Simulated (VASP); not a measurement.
Runs of VASP 6.6.1 on InP. The structure is that of space group Fm-3m (No. 225), or close to it. The cells are those of the table. 

| task | cell | gap on the mesh (eV) | pressure (GPa) |
| --- | --- | --- | --- |
| single point | a = 4.017 Å, angles 60.7°, 2 atoms | none | -8.2 |
| electric field gradients | a = 3.956 Å, angles 60.0°, 2 atoms | none | -5.2 |
| electric field gradients | a = 3.977, b = 3.977, c = 4.038 Å, angles 59.5, 59.5, 61.0°, 2 atoms | none | -6.8 |
| single point | a = 4.010 Å, angles 60.0°, 2 atoms | none | -7.4 |
| electric field gradients | a = 4.078 Å, angles 60.0°, 2 atoms | none | -9.3 |
| single point | a = 4.099, b = 4.099, c = 4.159 Å, angles 59.5, 59.5, 61.0°, 2 atoms | none | (b) |
| single point | a = 4.078, b = 4.078, c = 4.038 Å, angles 60.3, 60.3, 59.3°, 2 atoms | none | -8.9 |
| single point | a = 4.017, b = 4.017, c = 4.038 Å, angles 59.8, 59.8, 60.3°, 2 atoms | none | -7.8 |
| single point | a = 3.997 Å, angles 60.0°, 2 atoms | none | -6.9 |
| electric field gradients | a = 4.024 Å, angles 60.0°, 2 atoms | none | -7.8 |
| electric field gradients | a = 4.051 Å, angles 60.0°, 2 atoms | none | -8.6 |
| single point | a = 3.997, b = 3.997, c = 4.038 Å, angles 59.7, 59.7, 60.7°, 2 atoms | none | (a) |

Alike in all rows: level PBEsol; potentials or basis VASP PAW PBE potentials, release 64 (In_d, P); no spin polarisation; k mesh 11 × 11 × 11; cutoff (eV) 520; smearing fermi-dirac 0.03 eV.

Fill in the values left out.

(a) -7.3; (b) -10.1.

Caveats: the PAW data sets were made with another functional, which shifts forces and pressure a little; spin-orbit coupling is left out, which moves the levels of the heavy elements.

A k mesh can miss the band edges, and the runs leave out spin-orbit coupling on In.

A gap of «none» marks levels without a gap at the run's occupations.
